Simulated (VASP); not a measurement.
Write the native input for VASP 6.6.1 that does the following.

```
Task                   : single point
Functional             : LDA
Potentials or basis    : VASP PAW LDA potentials, release 64 (Ca_sv, C)
Cutoff                 : 520 eV
k mesh                 : 9 × 9 × 9
Occupations            : gaussian, width 0.05 eV
Spin                   : no spin polarisation
Dipole correction      : no
Further INCAR settings : ALGO = Normal; EDIFF = 1e-06; NBANDS = 16
```

The structure of CaC2 lies in POSCAR:

```
CaC2
1.0
    1.7815747330      1.0285926517      4.7096121749
   -1.7815747330      1.0285926517      4.7096121749
    0.0000000000     -2.0571853034      4.7096121749
Ca C
1 2
Direct
    0.0000000000      0.0000000000      0.0000000000
    0.5529150000      0.5529150000      0.5529150000
    0.4470850000      0.4470850000      0.4470850000
```

This cell differs from its parent crystal: ratio of the length along z to the lengths across it x 1.3, volume and fractional coordinates fixed.

The input as run:

INCAR

```
PREC = Accurate
ENCUT = 520
EDIFF = 1E-6
ISMEAR = 0
SIGMA = 0.05
LREAL = F
LASPH = T
NELM = 80
ALGO = Normal
ISIF = 2
LWAVE = F
LCHARG = F
NBANDS = 16
```

KPOINTS

```
regular mesh
0
Gamma
  9 9 9
```

Potentials or basis: VASP PAW LDA potentials, release 64 (Ca_sv, C).

The run is started by

```sh
$ cat potpaw_LDA.64/Ca_sv/POTCAR potpaw_LDA.64/C/POTCAR > POTCAR
$ mpirun -np 1 vasp_std > vasp.out
```

It gave:

| Quantity | Value |
| --- | --- |
| Pressure | -17.9 GPa |
| Largest force | 9.392 eV/Å |
| Band gap on the k mesh | 0.57 eV (least direct gap 1.15 eV) |

Caveat: the cell stands under tension; an odd mesh through Γ misses points on the zone boundary, where band edges can lie; forces of over 1 eV/Å act on the atoms, so gaps and moduli don't describe the material at rest.

It took 3 min on 1 thread of Intel Xeon 8259CL, on a shared host, peak memory 0.24 GiB.
